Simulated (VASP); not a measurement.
Crystal: PbO2.

```
Pb O
1.0
    -3.06161    3.06161    3.96044
     3.06161   -3.06161    3.96044
     3.06161    3.06161   -3.96044
Pb O
2 4
Direct
  0.00000 0.00000 0.00000
  0.75000 0.25000 0.50000
  0.37500 0.29307 0.41807
  0.04307 0.62500 0.91807
  0.70693 0.12500 0.08193
  0.87500 0.95693 0.58193
```

```yaml
Program: VASP 6.6.1
Task: relaxation of cell and atoms
Functional: PBE
Potentials_or_basis: VASP PAW PBE potentials, release 64 (Pb_d, O)
Cutoff: 600 eV
k_mesh: 6 × 6 × 6
Occupations: gaussian, width 0.02 eV
Spin: no spin polarisation
```

At the start: pressure 0.2 GPa; volume 24.75 Å³/atom.

**Question.** Where does the relaxation end?

**Answer.** Over 11 steps the energy falls by 2.7 meV/atom and the volume is 23.91 Å³/atom (-3.4 %); space group I-42d (No. 122, to 0.1 Å) before and after.

Step by step:
```
step  energy change (eV)  largest force (eV/Å)  pressure (GPa)  volume (Å³)
   1              0.0000                0.0341            0.20       148.49
   2             -0.0008                0.0268           -0.21       149.17
   3             -0.0009                0.0159           -0.14       149.05
   4             -0.0017                0.0161           -0.14       148.87
   5             -0.0043                0.0164           -0.14       148.35
   6             -0.0088                0.0182           -0.15       147.25
   7             -0.0149                0.0270           -0.22       144.93
   8             -0.0059                0.0692           -0.50       139.72
   9             -0.0158                0.0317           -0.25       144.09
  10             -0.0094                0.1539            1.03       141.27
  11             -0.0163                0.0068            0.01       143.49
```

Final structure:
```yaml
crystal:
  lattice:
    - [-3.13500, 3.13500, 3.64993]
    - [3.13500, -3.13500, 3.64993]
    - [3.13500, 3.13500, -3.64993]
  atoms:
    - { symbol: Pb, position: [0.00000, 0.00000, 0.00000] }
    - { symbol: Pb, position: [0.75000, 0.25000, 0.50000] }
    - { symbol: O, position: [0.37500, 0.29287, 0.41787] }
    - { symbol: O, position: [0.04287, 0.62500, 0.91787] }
    - { symbol: O, position: [0.70713, 0.12500, 0.08213] }
    - { symbol: O, position: [0.87500, 0.95713, 0.58213] }
```
